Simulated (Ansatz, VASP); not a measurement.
LaSb4Pd in VASP and in Ansatz

```xyz
6
Lattice="4.7677 0.0000 0.0000 0.0000 4.7677 0.0000 0.0000 0.0000 6.8821" Properties=species:S:1:pos:R:3 pbc="T T T"
La    0.0000    0.0000    3.4410
Sb    2.3839    0.0000    1.8288
Sb    2.3839    0.0000    5.0532
Sb    0.0000    2.3839    5.0532
Sb    0.0000    2.3839    1.8288
Pd    2.3839    2.3839    0.0000
```

Change from the starting cell: species swapped into the CaSnF4 type (P4/mmm, No. 123).

Alike in both runs: task relaxation of cell and atoms; functional PBE; k mesh 4 × 4 × 4; occupations gaussian, width 0.1 eV; no spin polarisation.

|  | VASP | Ansatz |
| --- | --- | --- |
| version | VASP 6.6.1 | Ansatz 0.2.0 |
| potentials or method | VASP PAW PBE potentials, release 64 (La, Sb, Pd), cutoff 600 eV | scalar-relativistic, plane waves, PAW |
| valence electrons in the cell | 41 | 89 |

|  | VASP | Ansatz | Ansatz less VASP |
| --- | --- | --- | --- |
| gap on the k mesh at the Fermi level, each at its own relaxed structure (eV) | none | none | - |
| relaxed volume (Å³/atom) | 28.96 | 29.74 | +0.777 |
| relaxed length of the cell vector where the two differ most in proportion (Å) | 8.527 | 7.547 | -0.9804 |

A gap of «none» marks a metal or a gap that the smearing closes. One of these differences is far larger than is usual between the two programs; its cause wasn't traced. VASP's potentials hold 41 valence electrons a cell and Ansatz's 89, so a difference there can come from the potentials and not from the codes.

Neither program's run includes spin-orbit coupling.
